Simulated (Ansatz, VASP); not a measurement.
## I, level by level in two programs

```xyz
4
Lattice="3.6350 -2.3950 0.0000 3.6350 2.3950 0.0000 0.0000 0.0000 9.7934" Properties=species:S:1:pos:R:3 pbc="T T T"
I     3.6350   -0.7152    3.7646
I     3.6350    1.6799    1.1321
I     3.6350    0.7152    6.0288
I     3.6350   -1.6799    8.6613
```

Single points on this cell with VASP 6.6.1 and Ansatz 0.2.0. Each row is one pair of runs. Alike in all rows: spin: off; VASP's potentials, cutoff: VASP PAW PBE potentials, release 64 (I), 520 eV; Ansatz's potentials, cutoff: Ansatz PAW, 420 eV.

```tsv
level	k mesh	smearing	gap on the k mesh at the Fermi level (eV), VASP	gap on the k mesh at the Fermi level (eV), Ansatz	least direct gap on the mesh (eV), VASP	least direct gap on the mesh (eV), Ansatz	pressure (GPa), VASP	pressure (GPa), Ansatz
PBE-based screened hybrid	4 × 4 × 2	fermi-dirac, width 0.05 eV	3.10	3.11	3.37	3.39	0.0	0.3
PBE	7 × 7 × 3	gaussian, width 0.019 eV	1.33	1.33	1.41	1.41	1.7	1.8
PBE	7 × 7 × 3	gaussian, width 0.021 eV	1.33	?	1.41	?	1.7	?
PBE	7 × 7 × 3	gaussian, width 0.023 eV	1.33	1.33	1.41	1.41	1.7	1.8
PBE	7 × 7 × 3	gaussian, width 0.024 eV	1.33	1.33	1.41	1.41	1.7	1.8
PBE	7 × 7 × 3	gaussian, width 0.025 eV	1.33	1.33	1.41	1.41	1.7	1.8
PBE	7 × 7 × 3	gaussian, width 0.026 eV	1.33	1.33	1.41	1.41	1.7	1.8
```

Q: Fill in what Ansatz gave in row 3.

A: gap on the k mesh at the Fermi level (eV): 1.33; least direct gap on the mesh (eV): 1.41; pressure (GPa): 1.8.

VASP's potentials hold 28 valence electrons a cell and Ansatz's 68, so a difference there can come from the potentials and not from the codes.

Spin-orbit coupling is off throughout. Noted on Ansatz's runs: odd divisions of the mesh miss points on the zone boundary, where band edges often lie, so the gap on the mesh can be too wide.
